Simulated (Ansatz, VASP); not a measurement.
AlP: VASP beside Ansatz

```
CELL_PARAMETERS angstrom
0.00000 2.73512 2.74880
2.73512 0.00000 2.74880
2.73512 2.73512 0.00000
ATOMIC_POSITIONS crystal
Al 0.00000 0.00000 0.00000
P 0.75000 0.75000 0.75000
```

Change from the starting cell: z stretched by +0.5 %, x and y held, PAW files.

Alike in both runs: task single point; functional PBEsol; k mesh 8 × 8 × 8; no spin polarisation.

|  | VASP | Ansatz |
| --- | --- | --- |
| version | VASP 6.6.1 | Ansatz 0.2.0 |
| potentials or method | VASP PAW PBE potentials, release 64 (Al, P) | PAW with Ansatz's default frozen-core files, scalar-relativistic |
| plane-wave cutoff (eV) | 500 | 420 |
| occupations | gaussian, width 0.01 eV | fixed |
| valence electrons in the cell | 8 | 8 |

```tsv
	VASP	Ansatz	Ansatz less VASP
gap on the k mesh at the Fermi level (eV)	1.44	1.45	+0.003
pressure (GPa)	-0.4	-0.4	-0.03
traceless stress, the component that is largest in VASP (GPa)	-0.21	-0.21	0.000
```

VASP's potentials were made for PBE, not for PBEsol.
